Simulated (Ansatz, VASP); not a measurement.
One calculation of Sn, two programs

```
Sn
1.0
     2.18168   -2.18327    0.00000
     2.18168    2.18327    0.00000
     0.00000    0.00000    3.08673
Sn
1
Direct
  0.50000 0.50000 0.50000
```

Alike in both runs: functional PBE; k mesh 18 × 18 × 18; occupations gaussian, width 0.1 eV; no spin polarisation.

Ansatz relaxed the structure, and its values are those at the end. VASP's run is a single point on that final structure, the one shown.

```csv
,VASP,Ansatz
version,VASP 6.6.1,Ansatz 0.2.0
potentials or method,"VASP PAW PBE potentials, release 64 (Sn_d), cutoff 520 eV","scalar-relativistic, plane waves, PAW"
valence electrons in the cell,14,14
```

|  | VASP | Ansatz | Ansatz less VASP |
| --- | --- | --- | --- |
| gap on the k mesh at the Fermi level (eV) | none | none | - |
| pressure (GPa) | 0.0 | 0.0 | +0.05 |

A gap of «none» marks a metal or a gap that the smearing closes.
